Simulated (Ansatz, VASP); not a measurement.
PbSe in VASP and in Ansatz

```
Pb Se
1.0
     0.00000    3.08243    3.08243
     3.08243    0.00000    3.08243
     3.08243    3.08243    0.00000
Pb Se
1 1
Direct
  0.00000 0.00000 0.00000
  0.50000 0.50000 0.50000
```

Change from the starting cell: volume scaled by 1.02.

Alike in both runs: task single point; functional PBEsol; k mesh 9 × 9 × 9; occupations fermi-dirac, width 0.01 eV; no spin polarisation.

```csv
,VASP,Ansatz
version,VASP 6.6.1,Ansatz 0.2.0
potentials or method,"VASP PAW PBE potentials, release 64 (Pb_d, Se), cutoff 500 eV","all-electron LAPW, scalar-relativistic"
```

VASP gave:

* pressure (GPa): -1.6

**Question.** What did Ansatz give for the same quantities?

**Answer.** Pressure (GPa): -1.5.

VASP's potentials were made for PBE, not for PBEsol. Ansatz ran all-electron here, and VASP with PAW potentials.

Neither program's run includes spin-orbit coupling.
